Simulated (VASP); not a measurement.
# BP (F-43m) in VASP: density of states with PBE

Aim: the density of states of BP with PBE.

Program: VASP 6.6.1. These are calculated values, not measurements. Logs are shortened: lines on timing, memory, paths and dates and some standing lists are left out, and cuts for length are marked.

## Step 1: The cell of the first run

It takes space group F-43m (No. 216, cubic). The conventional cell has a = 4.575 Å, b = 4.575 Å, c = 4.575 Å, α = 90.00°, β = 90.00°, γ = 90.00°. Within 2.6 Å of P (site symmetry -43m) lie 4 B at 1.98 Å. B (site symmetry -43m) has 4 P at 1.98 Å within 2.6 Å.

## Step 2: Density of states, PBE

Contents of POSCAR:

```
BP
1.0
    0.0000000000      2.2873655000      2.2873655000
    2.2873655000      0.0000000000      2.2873655000
    2.2873655000      2.2873655000      0.0000000000
P B
1 1
Direct
    0.2500000000      0.2500000000      0.2500000000
    0.0000000000      0.0000000000      0.0000000000
```

Contents of INCAR.step1:

```
PREC     = Accurate       # precision mode
ENCUT    = 520            # plane-wave cutoff, eV
EDIFF    = 1E-7           # SCF threshold, eV
ISMEAR   = 0              # smearing method
SIGMA    = 0.0368         # smearing width, eV
LREAL    = False          # projectors in reciprocal space
LASPH    = True           # aspherical terms in the spheres
NELM     = 100            # most SCF steps
ALGO     = Normal         # electronic algorithm
ISIF     = 2              # what is computed and relaxed
LWAVE    = False          # write WAVECAR
LCHARG   = True           # write CHGCAR
GGA      = PE             # functional
NBANDS   = 11             # bands
```

Contents of KPOINTS.step1:

```
regular mesh
0
Gamma
  10 10 10
```

Contents of INCAR.step2:

```
PREC     = Accurate       # precision mode
ENCUT    = 520            # plane-wave cutoff, eV
EDIFF    = 1E-7           # SCF threshold, eV
ISMEAR   = -5             # smearing method
SIGMA    = 0.0368         # smearing width, eV
LREAL    = False          # projectors in reciprocal space
LASPH    = True           # aspherical terms in the spheres
NELM     = 100            # most SCF steps
ALGO     = Normal         # electronic algorithm
ISIF     = 2              # what is computed and relaxed
LWAVE    = False          # write WAVECAR
LCHARG   = False          # write CHGCAR
GGA      = PE             # functional
LORBIT   = 10             # projections on sites
NEDOS    = 1001           # points of the DOS
ICHARG   = 11             # starting density
```

Contents of KPOINTS.step2:

```
regular mesh
0
Gamma
  15 15 15
```

Potentials or basis: VASP PAW PBE potentials, release 64 (P, B).

Launch:

```sh
cat potpaw_PBE.64/P/POTCAR potpaw_PBE.64/B/POTCAR > POTCAR
cp INCAR.step1 INCAR
cp KPOINTS.step1 KPOINTS
mpirun -np 1 vasp_std > vasp.out
cp INCAR.step2 INCAR
cp KPOINTS.step2 KPOINTS
mpirun -np 1 vasp_std > vasp.out
```

OUTCAR:

```text
PREC = Accurate
   ENCUT = 520
   EDIFF = 1E-7
   ISMEAR = -5
   LREAL = False
   LASPH = True
   NELM = 100
   ISIF = 2
   GGA = PE
   LORBIT = 10
   ICHARG = 11

 ion  position               nearest neighbor table
   1  0.250  0.250  0.250-   2 1.98   2 1.98   2 1.98   2 1.98
   2  0.000  0.000  0.000-   1 1.98   1 1.98   1 1.98   1 1.98

  LATTYP: Found a face centered cubic cell.
 ALAT       =     4.5747310000

  Lattice vectors:

 A1 = (   0.0000000000,   2.2873655000,   2.2873655000)
 A2 = (   2.2873655000,   0.0000000000,   2.2873655000)
 A3 = (   2.2873655000,   2.2873655000,   0.0000000000)

Analysis of symmetry for initial positions (statically):
=====================================================================
 Subroutine PRICEL returns:
 Original cell was already a primitive cell.

 Routine SETGRP: Setting up the symmetry group for a
 face centered cubic supercell.

 Subroutine GETGRP returns: Found 24 space group operations
 (whereof 24 operations were pure point group operations)
 out of a pool of 48 trial point group operations.

The static configuration has the point symmetry T_d .

Analysis of symmetry for dynamics (positions and initial velocities):
=====================================================================
 Subroutine PRICEL returns:
 Original cell was already a primitive cell.

 Routine SETGRP: Setting up the symmetry group for a
 face centered cubic supercell.

 Subroutine GETGRP returns: Found 24 space group operations
 (whereof 24 operations were pure point group operations)
 out of a pool of 48 trial point group operations.

The dynamic configuration has the point symmetry T_d .

 Subroutine INISYM returns: Found 24 space group operations
 (whereof 24 operations are pure point group operations),
 and found     1 'primitive' translations

----------------------------------------------------------------------------------------

                                     Primitive cell

  volume of cell :      23.9352

  direct lattice vectors                    reciprocal lattice vectors
     0.000000000  2.287365500  2.287365500    -0.218592088  0.218592088  0.218592088
     2.287365500  0.000000000  2.287365500     0.218592088 -0.218592088  0.218592088
     2.287365500  2.287365500  0.000000000     0.218592088  0.218592088 -0.218592088

  length of vectors
     3.234823312  3.234823312  3.234823312     0.378612602  0.378612602  0.378612602

  position of ions in fractional coordinates (direct lattice)
     0.250000000  0.250000000  0.250000000
     0.000000000  0.000000000  0.000000000

  ion indices of the primitive-cell ions
   primitive index   ion index
                 1           1
                 2           2

----------------------------------------------------------------------------------------

 KPOINTS: regular mesh

Automatic generation of k-mesh.
 Grid dimensions read from file:
 generate k-points for:   15   15   15

 Generating k-lattice:

  Cartesian coordinates                     Fractional coordinates (reciprocal lattice)
    -0.014572806  0.014572806  0.014572806     0.066666667  0.000000000  0.000000000
     0.014572806 -0.014572806  0.014572806     0.000000000  0.066666667  0.000000000
     0.014572806  0.014572806 -0.014572806     0.000000000  0.000000000  0.066666667

  Length of vectors
     0.025240840  0.025240840  0.025240840

  Shift w.r.t. Gamma in fractional coordinates (k-lattice)
     0.000000000  0.000000000  0.000000000

 TETIRR: Found    484 inequivalent tetrahedra from    20250

 Subroutine IBZKPT returns following result:
 ===========================================

 Found    120 irreducible k-points:

 Following reciprocal coordinates:
            Coordinates               Weight
  0.000000  0.000000  0.000000      1.000000
  0.066667  0.000000  0.000000      8.000000
  0.133333  0.000000  0.000000      8.000000
  0.200000  0.000000  0.000000      8.000000
  0.266667  0.000000  0.000000      8.000000
  0.333333  0.000000  0.000000      8.000000
[... 16 lines left out ...]
  0.133333  0.133333  0.000000      6.000000
  0.200000  0.133333  0.000000     24.000000
 [... further k-points ...]
   k-points           NKPTS =    120   k-points in BZ     NKDIM =    120   number of bands    NBANDS=      8
   number of dos      NEDOS =   1001   number of ions     NIONS =      2
   total plane-waves  NPLWV =  13824
   dimension x,y,z NGX =    24 NGY =   24 NGZ =   24
   dimension x,y,z NGXF=    48 NGYF=   48 NGZF=   48
   ions per type =               1   1
   NGX,Y,Z   is equivalent  to a cutoff of  12.33, 12.33, 12.33 a.u.
   NGXF,Y,Z  is equivalent  to a cutoff of  24.67, 24.67, 24.67 a.u.
 SYSTEM =  unknown system
   PREC   = accura    normal or accurate (medium, high low for compatibility)
   ISTART =      0    job   : 0-new  1-cont  2-samecut
   ICHARG =     11    charge: 1-file 2-atom 10-const
   ISPIN  =      1    spin polarized calculation?
   LNONCOLLINEAR =      F non collinear calculations
   LSORBIT =      F    spin-orbit coupling
   LASPH  =      T    aspherical Exc in radial PAW
   ENCUT  =  520.0 eV  38.22 Ry    6.18 a.u.   6.01  6.01  6.01*2*pi/ulx,y,z
   NELM   =    100;   NELMIN=  2; NELMDL=  0     # of ELM steps
   EDIFF  = 0.1E-06   stopping-criterion for ELM
   LREAL  =      F    real-space projection
   EDIFFG = 0.1E-05   stopping-criterion for IOM
   NSW    =      0    number of steps for IOM
   IBRION =     -1    ionic relax: 0-MD 1-quasi-New 2-CG
   NFREE  =      0    steps in history (QN), initial steepest desc. (CG)
   ISIF   =      2    stress and relaxation
   ISYM   =      2    0-nonsym 1-usesym 2-fastsym
   POTIM  = 0.5000    time-step for ionic-motion
   TEBEG  =    0.0;   TEEND  =   0.0 temperature during run
   PSTRESS=    0.0 pullay stress
   NELECT =       8.0000    total number of electrons
   NUPDOWN=      -1.0000    fix difference up-down
   EMIN   =  10.00;   EMAX   =-10.00  energy-range for DOS
   EFERMI =   0.00;   METHOD = LEGACY
   ISMEAR =    -5;   SIGMA  =   0.04  broadening in eV -4-tet -1-fermi 0-gaus
   EFERMI_NEDOS =   21; number of points for ismear=-14 and -15
   IALGO  =     38    algorithm
   IMIX   =      4    mixing-type and parameters
     AMIX     =   0.40;   BMIX     =  1.00
     AMIX_MAG =   1.60;   BMIX_MAG =  1.00
  volume/ion in A,a.u.               =      11.97        80.76
  Fermi-wavevector in a.u.,A,eV,Ry     =   1.136125  2.146964 17.562113  1.290779
  Thomas-Fermi vector in A             =   2.272830
   LORBIT       =     10    0 simple, 1 ext, 2 COOP (PROOUT), +10 PAW based schemes
   GGA     = PE    functional components
   LHFCALC =     F    Hartree Fock is set to
   AEXX    =    0.0000 exact exchange contribution
   IVDW    =     0    specifies the selected vdW correction
   LEPSILON=     F    determine dielectric tensor
   LRPA    =     F    only Hartree local field effects (RPA)
 non-spin polarized calculation
 Fermi weights with tetrahedron method with Bloechl corrections
  energy-cutoff  :      520.00
  volume of cell :       23.94
 maximum number of plane-waves:       656

 number of electron       7.9999999 magnetization

 Free energy of the ion-electron system (eV)
  ---------------------------------------------------
  ext. energy  EPLUGINS =         0.00000000
  ---------------------------------------------------
  free energy    TOTEN  =       -12.92730497 eV

  energy without entropy =      -12.92730497  energy(sigma->0) =      -12.92730497

 E-fermi :   7.1591     XC(G=0): -10.8033

 val. band max:        7.1489758763   @ k =   0.0000   0.0000   0.0000
 cond. band min:       8.4210152018   @ k =   0.4000   0.4000   0.0000
 fundamental gap:      1.2720393255
 Fermi energy:         7.1590588361

 k-point     1 :       0.0000    0.0000    0.0000
  band No.  band energies     occupation
      1      -8.0971      2.00000
      2       7.1490      2.00000
      3       7.1490      2.00000
      4       7.1490      2.00000
      5      10.5152      0.00000
      6      10.5152      0.00000
      7      10.5152      0.00000
      8      14.1579      0.00000

 k-point     2 :       0.0667    0.0000    0.0000
  band No.  band energies     occupation
      1      -8.0185      2.00000
      2       6.5054      2.00000
      3       7.0100      2.00000
      4       7.0100      2.00000
      5      10.7071      0.00000
      6      10.7071      0.00000
      7      10.7635      0.00000
      8      14.4063      0.00000

 k-point     3 :       0.1333    0.0000    0.0000
  band No.  band energies     occupation
      1      -7.7840      2.00000
      2       5.1300      2.00000
      3       6.6842      2.00000
      4       6.6842      2.00000
      5      11.0340      0.00000
      6      11.1572      0.00000
      7      11.1572      0.00000
      8      15.0857      0.00000

 k-point     4 :       0.2000    0.0000    0.0000
  band No.  band energies     occupation
      1      -7.3979      2.00000
      2       3.5580      2.00000
      3       6.3118      2.00000
      4       6.3118      2.00000
      5      11.0815      0.00000
      6      11.6248      0.00000
      7      11.6248      0.00000
      8      15.9454      0.00000

 k-point     5 :       0.2667    0.0000    0.0000
  band No.  band energies     occupation
      1      -6.8705      2.00000
      2       1.9904      2.00000
      3       5.9740      2.00000
      4       5.9740      2.00000
      5      11.0112      0.00000
      6      11.9112      0.00000
      7      11.9112      0.00000
      8      16.6957      0.00000
[... 177 lines left out ...]
 k-point    22 :      -0.0667    0.0667    0.0000
  band No.  band energies     occupation
      1      -7.8879      2.00000
      2       5.9154      2.00000
      3       6.3209      2.00000
      4       7.0377      2.00000
      5      10.7257      0.00000
      6      10.9549      0.00000
      7      11.3009      0.00000
      8      14.7429      0.00000

 k-point    23 :       0.1333    0.1333    0.0000
  band No.  band energies     occupation
      1      -7.6791      2.00000
      2       5.8142      2.00000
      3       5.8921      2.00000
      4       5.8921      2.00000
      5       9.8455      0.00000
      6      12.2323      0.00000
      7      12.2323      0.00000
      8      14.4513      0.00000

 k-point    24 :       0.2000    0.1333    0.0000
  band No.  band energies     occupation
      1      -7.3947      2.00000
      2       4.5555      2.00000
      3       5.4780      2.00000
      4       5.7877      2.00000
      5       9.8503      0.00000
      6      12.6991      0.00000
      7      12.8667      0.00000
      8      14.1413      0.00000

 [... further k-points ...]
[... 5 lines left out ...]
  --------------------------------------------------------------------------------------
  -------------------------------------------------------------------------------------
  Total       -0.4374226     -0.4374226     -0.4374226     -0.0000000      0.0000000     -0.0000000
  in kB      -29.2802749    -29.2802749    -29.2802749     -0.0000000      0.0000000     -0.0000000
  external PRESSURE =     -29.2802749 kB  Pullay stress =       0.0000000 kB

 VOLUME and BASIS-vectors are now :
 -----------------------------------------------------------------------------
  energy-cutoff  :      520.00
  volume of cell :       23.94
      direct lattice vectors                 reciprocal lattice vectors
     0.000000000  2.287365500  2.287365500    -0.218592088  0.218592088  0.218592088
     2.287365500  0.000000000  2.287365500     0.218592088 -0.218592088  0.218592088
     2.287365500  2.287365500  0.000000000     0.218592088  0.218592088 -0.218592088

 POSITION                                       TOTAL-FORCE (eV/Angst)
 -----------------------------------------------------------------------------------
      1.14368      1.14368      1.14368        -0.000000     -0.000000     -0.000000
      0.00000      0.00000      0.00000         0.000000      0.000000      0.000000
 -----------------------------------------------------------------------------------
    total drift:                                0.000000      0.000000      0.000000

  FREE ENERGIE OF THE ION-ELECTRON SYSTEM (eV)
  ---------------------------------------------------
  free  energy   TOTEN  =       -12.9273049705 eV

  energy  without entropy=      -12.9273049705  energy(sigma->0) =      -12.92730497

 total charge

# of ion       s       p       d       tot
------------------------------------------
    1        0.992   1.561   0.000   2.554
    2        0.662   1.245   0.000   1.907
--------------------------------------------------
tot          1.655   2.806   0.000   4.461
```

Wall time 11 s (1 thread of Intel Xeon 6975P-C (Granite Rapids), shared host); peak memory 0.13 GiB.

Results:

```yaml
Valence_electrons_inside_the_program's_atomic_spheres: P 2.55; B 1.91
```
